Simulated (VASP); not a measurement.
Au, 1 atom in the cell. Symmetry: Fm-3m, No. 225, cubic system. The conventional cell has a = 4.157 Å, b = 4.157 Å, c = 4.157 Å, α = 90.00°, β = 90.00°, γ = 90.00°. Within 3.9 Å of Au (site symmetry m-3m) lie 12 Au at 2.94 Å. 

```yaml
Program: VASP 6.6.1
Task: single point
Functional: PBE
Potentials_or_basis: VASP PAW PBE potentials, release 64 (Au)
Cutoff: 520 eV
k_mesh: 23 × 23 × 23
Occupations: methfessel-paxton, width 0.1 eV
Spin: no spin polarisation
Dipole_correction: no
Further_INCAR_settings: ALGO = Normal; EDIFF = 1e-06; NBANDS = 12
```

Potentials or basis: VASP PAW PBE potentials, release 64 (Au).

The run is started by

```sh
$ cat potpaw_PBE.64/Au/POTCAR > POTCAR
$ mpirun -np 1 vasp_std > vasp.out
```

Hardware: 1 thread of Intel Xeon 8259CL (shared host).

Question: How long does it take, and how much memory?

Answer: It took 77 s on 1 thread of Intel Xeon 8259CL, on a shared host, peak memory 0.21 GiB. Counts: scf iterations 11, k points 364.
